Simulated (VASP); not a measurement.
Set up this calculation in VASP 6.6.1, as the native input.

| Quantity | Value |
| --- | --- |
| Task | single point |
| Functional | PBEsol |
| Potentials or basis | VASP PAW PBE potentials, release 64 (Au) |
| Cutoff | 520 eV |
| k mesh | 10 × 10 × 6 |
| Occupations | fermi-dirac, width 0.05 eV |
| Spin | no spin polarisation |
| Dipole correction | no |
| Further INCAR settings | ALGO = Fast; EDIFF = 1e-07; NBANDS = 18 |

The structure of Au lies in POSCAR:

```
Au
1.0
    2.7580139704      0.0000000000      0.0000000000
   -0.0126908779      2.7626087492      0.0000000000
   -1.1146628489     -1.1612121098      4.8234957461
Au
2
Direct
    0.6728620000      0.6659620000      0.2740550000
    0.3271380000      0.3340380000      0.7259450000
```

This cell differs from its parent crystal: volume scaled by 0.94.

The input as run:

INCAR

```
SYSTEM = Au
PREC = Accurate ; ENCUT = 520
EDIFF = 1E-7 ; ISMEAR = -1
SIGMA = 0.05 ; LREAL = .False.
LASPH = .True. ; NELM = 100
ALGO = Fast ; ISIF = 2
LWAVE = .False. ; LCHARG = .False.
GGA = PS ; NBANDS = 18
```

KPOINTS

```
Automatic mesh
0
Gamma
  10 10 6
  0 0 0
```

Potentials or basis: VASP PAW PBE potentials, release 64 (Au).

Command:

```sh
$ cat potpaw_PBE.64/Au/POTCAR > POTCAR
$ mpirun -np 1 vasp_std > vasp.out
```

It gave:

```json
{"Pressure": "-0.5 GPa", "Largest force": "0.074 eV/Å", "Band gap on the k mesh": "zero (band 11 reaches 11.24 eV, above the bottom of band 12 at 6.29 eV)"}
```

Caveat: the PAW data sets were made with another functional, which shifts forces and pressure a little; spin-orbit coupling is left out, which moves the levels of the heavy elements.

Run time: 80 s on 1 thread of Intel(R) Xeon(R) 6975P-C (Granite Rapids) (shared host), peak memory 0.28 GiB.
